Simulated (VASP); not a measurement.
Input of a VASP 6.6.1 run:

The input INCAR:

```
PREC     = Accurate       # precision mode
ENCUT    = 520            # plane-wave cutoff, eV
EDIFF    = 1E-7           # SCF threshold, eV
ISMEAR   = -1             # smearing method
SIGMA    = 0.03           # smearing width, eV
LREAL    = F              # projectors in reciprocal space
LASPH    = T              # aspherical terms in the spheres
NELM     = 60             # most SCF steps
ALGO     = Normal         # electronic algorithm
ISIF     = 2              # what is computed and relaxed
LWAVE    = F              # write WAVECAR
LCHARG   = F              # write CHGCAR
GGA      = CA             # functional
NBANDS   = 11             # bands
```

File KPOINTS:

```
Automatic mesh
0
Gamma
  8 8 8
```

File POSCAR:

```
NaH
1.0
    0.0000000000      2.3864216652      2.3864216652
    2.3864216652      0.0000000000      2.3864216652
    2.3864216652      2.3864216652      0.0000000000
Na H
1 1
Direct
   -0.0450000000     -0.0450000000      0.0450000000
    0.5450000000      0.5450000000      0.4550000000
```

Potentials or basis: VASP PAW LDA potentials, release 64 (Na_pv, H).

The run is started by

```bash
$ cat potpaw_LDA.64/Na_pv/POTCAR potpaw_LDA.64/H/POTCAR > POTCAR
$ mpirun -np 1 vasp_std > vasp.out
```

(1) Predict the largest force.

(2) Predict the pressure.

(3) What does it give for the band gap on the k mesh?

## Answers

(1) 0.711 eV/Å.

(2) 0.6 GPa.

(3) 3.41 eV, indirect (least direct gap 4.37 eV).

Caveat: the cell differs from its parent crystal (shortest bond scaled by 0.82).
